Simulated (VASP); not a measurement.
A run of VASP 6.6.1 is set up as follows.

The input INCAR:

```
PREC = Accurate
ENCUT = 520
EDIFF = 1E-6
ISMEAR = -1
SIGMA = 0.086
LREAL = F
LASPH = T
NELM = 60
ALGO = Normal
ISIF = 2
LWAVE = F
LCHARG = T
GGA = PE
LELF = T
LVHAR = T
NBANDS = 20
```

File KPOINTS:

```
Automatic mesh
0
Gamma
  4 4 4
```

POSCAR

```
Te2Mo
1.0
    1.7509539888      1.0109137567      7.0687660149
   -1.7509539888      1.0109137567      7.0687660149
    0.0000000000     -2.0218275135      7.0687660149
Mo Te
1 2
Direct
   -0.0054129754     -0.0116164508      0.0153973168
    0.2714753663      0.1934184894      0.2596846618
    0.7325948528      0.8153166153      0.7287372377
```

Potentials or basis: VASP PAW PBE potentials, release 64 (Mo_sv, Te).

The run is started by

```bash
$ cat potpaw_PBE.64/Mo_sv/POTCAR potpaw_PBE.64/Te/POTCAR > POTCAR
$ mpirun -np 1 vasp_std > vasp.out
```

Task: Predict the pressure.

Result: -2.9 GPa.

Task: Predict the band gap on the k mesh.

Result: 0.18 eV, indirect (least direct gap 0.19 eV).

Stress tensor (GPa, compression positive):
```
-2.47  1.20  3.99
 1.20 -1.28 -2.00
 3.99 -2.00 -5.01
```

Caveat: the k points lie up to 0.52 Å⁻¹ apart; spin-orbit coupling is left out, which moves the levels of the heavy elements; forces of over 1 eV/Å act on the atoms, so gaps and moduli don't describe the material at rest. A k mesh can miss the band edges.
